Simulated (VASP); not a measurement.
## CoSi (zincblende type): relaxation of cell and atoms with PBE

Crystal: CoSi (zincblende type).

```xyz
2
Lattice="0.0000 2.1334 2.1334 2.1334 0.0000 2.1334 2.1334 2.1334 0.0000" Properties=species:S:1:pos:R:3 pbc="T T T"
Co    0.0000    0.0000    0.0000
Si    1.0667    1.0667    1.0667
```

```
Program                : VASP 6.6.1
Task                   : relaxation of cell and atoms
Functional             : PBE
Potentials or basis    : VASP PAW PBE potentials, release 64 (Co, Si)
Cutoff                 : 600 eV
k mesh                 : 14 × 14 × 14
Occupations            : fermi-dirac, width 0.1 eV
Spin                   : no spin polarisation
Target pressure        : 120 GPa
Dipole correction      : no
Further INCAR settings : ALGO = Normal; EDIFF = 1e-07; IBRION = 2; EDIFFG = -0.005; NSW = 60; ISIF = 3
```

```yaml
Relaxed_volume: 10.56 Å³/atom
Relaxed_cell: a = 3.103 Å, b = 3.103 Å, c = 3.103 Å, α = 60.00°, β = 60.00°, γ = 60.00°
Space_group_after_relaxing_to_0.05_Å: F-43m (No. 216)
Energy_change_on_relaxing_the_enthalpy_is_what_falls: -759.4 meV/atom
Ionic_steps: 16
Pressure_after_relaxing: 120.1 GPa
```

Step by step:
```tsv
step	energy change (eV)	largest force (eV/Å)	pressure (GPa)	volume (Å³)
1	0.0000	0.0000	168.76	19.42
2	-4.3543	0.0000	18.16	28.97
3	-1.7205	0.0000	113.55	21.40
4	-1.5322	0.0000	119.62	21.14
5	-1.5057	0.0000	120.48	21.10
6	-1.5064	0.0000	120.45	21.11
7	-1.5083	0.0000	120.39	21.11
8	-1.5083	0.0000	120.39	21.11
9	-1.5084	0.0000	120.37	21.11
10	-1.5085	0.0000	120.34	21.11
11	-1.5086	0.0000	120.29	21.11
12	-1.5089	0.0000	120.37	21.11
13	-1.5096	0.0000	120.35	21.11
14	-1.5109	0.0000	120.31	21.11
15	-1.5135	0.0000	120.22	21.12
16	-1.5187	0.0000	120.06	21.12
```

Final structure:
```yaml
crystal:
  lattice:
    - [0.00000, 2.19399, 2.19399]
    - [2.19399, 0.00000, 2.19399]
    - [2.19399, 2.19399, 0.00000]
  atoms:
    - { symbol: Co, position: [0.00000, 0.00000, 0.00000] }
    - { symbol: Si, position: [0.25000, 0.25000, 0.25000] }
```

Levels at points of the mesh, in eV from the Fermi level:
| k point | band 4 | band 5 | band 6 | band 7 | band 8 | band 9 |
| --- | --- | --- | --- | --- | --- | --- |
| (0.00, 0.00, 0.00) | -3.90 | -2.19 | -2.19 | 8.99 | 8.99 | 8.99 |
| (0.50, 0.00, 0.00) | -3.68 | -1.78 | -1.78 | -0.95 | 6.07 | 6.07 |
| (0.50, 0.50, 0.00) | -2.16 | -2.16 | -1.38 | -0.05 | 1.28 | 1.28 |

Run time: 110 s on 1 thread of Intel(R) Xeon(R) 6975P-C (Granite Rapids), with other jobs on the host, peak memory 0.16 GiB.

Caveat: the cell is relaxed towards a set pressure, so the enthalpy falls and the energy may rise. Spin polarisation is off, so any magnetic state and its effect on volume and gap are missing.
